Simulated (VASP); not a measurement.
Input of a VASP 6.6.1 run:

Contents of INCAR:

```
ALGO = Normal
EDIFF = 1E-6
ENCUT = 750
GGA = PS
GGA_COMPAT = False
ISIF = 2
ISMEAR = -1
LASPH = True
LCHARG = False
LREAL = False
LWAVE = False
NBANDS = 8
NELM = 120
PREC = Accurate
SIGMA = 0.05
```

File KPOINTS:

```
k-points
0
Gamma
  8 8 8
```

The input POSCAR:

```
Li
1.0
    0.0000000000      2.1625039811      2.1625039811
    2.1625039811      0.0000000000      2.1625039811
    2.1625039811      2.1625039811      0.0000000000
Li
1
Direct
    0.0000000000      0.0000000000      0.0000000000
```

Potentials or basis: VASP PAW PBE potentials, release 64 (Li_sv).

Command:

```console
$ cat potpaw_PBE.64/Li_sv/POTCAR > POTCAR
$ mpirun -np 1 vasp_std > vasp.out
```

Q: Estimate the pressure.

A: -0.1 GPa.

Q: Estimate the band gap on the k mesh.

A: Zero (an odd number of electrons rules out a gap without spin polarisation).

Caveat: the PAW data sets were made with another functional, which shifts forces and pressure a little.
